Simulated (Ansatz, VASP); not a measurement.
**CdSe in VASP and in Ansatz**

The input INCAR:

```
PREC = Accurate
ENCUT = 520
EDIFF = 1E-7
ISMEAR = 0
SIGMA = 0.01
LREAL = False
LASPH = True
NELM = 80
ALGO = Normal
ISIF = 2
LWAVE = False
LCHARG = False
GGA = PE
NBANDS = 16
```

The input KPOINTS:

```
regular mesh
0
Gamma
  4 4 4
```

The input POSCAR:

```
CdSe
1.0
    0.0229200000      3.0035200000      2.9919200000
    3.0399300000     -0.0147700000      3.0296100000
    3.1147700000      3.1160500000     -0.0896100000
Cd Se
1 1
Direct
    0.9378500000      0.0071100000      0.0465100000
    0.7047888052      0.7340983672      0.7906849571
```

Input for Ansatz:

```yaml
crystal:
  lattice:
    - [0.02292, 3.00352, 2.99192]
    - [3.03993, -0.01477, 3.02961]
    - [3.11477, 3.11605, -0.08961]
  atoms:
    - { symbol: Cd, position: [0.93785, 0.00711, 0.04651] }
    - { symbol: Se, position: [0.7047888052264789, 0.7340983671729157, 0.7906849570800565] }
basis:
  ecutwfc: 540.0
  xc_grid: 2
kpoints:
  mp_grid:
    grid: [4, 4, 4]
hamiltonian:
  xc: pbe
scf:
  convergence:
    dr2_threshold: 1.0e-09
  occupations:
    method: fixed
output:
  forces: true
  stress: true
```

Alike in both runs: task single point; functional PBE; k mesh 4 × 4 × 4; no spin polarisation.

|  | VASP | Ansatz |
| --- | --- | --- |
| version | VASP 6.6.1 | Ansatz 0.2.0 |
| potentials or method | VASP PAW PBE potentials, release 64 (Cd, Se), cutoff 520 eV | plane waves, PAW |
| occupations | gaussian, width 0.01 eV | fixed |
| valence electrons in the cell | 18 | 36 |

|  | VASP | Ansatz | Ansatz less VASP |
| --- | --- | --- | --- |
| pressure (GPa) | 2.3 | 2.0 | -0.30 |
| traceless stress, the component that is largest in VASP (GPa) | -1.78 | -1.73 | +0.049 |
| rms of the force components (eV/Å) | 0.279 | 0.270 | -0.0087 |

Atom by atom the forces differ by 0.009 eV/Å (rms over components). VASP's potentials hold 18 valence electrons a cell and Ansatz's 36, so a difference there can come from the potentials and not from the codes. Ansatz's warnings: stress scf threshold loose.

The k mesh is coarse, so the values compare programs but aren't converged.
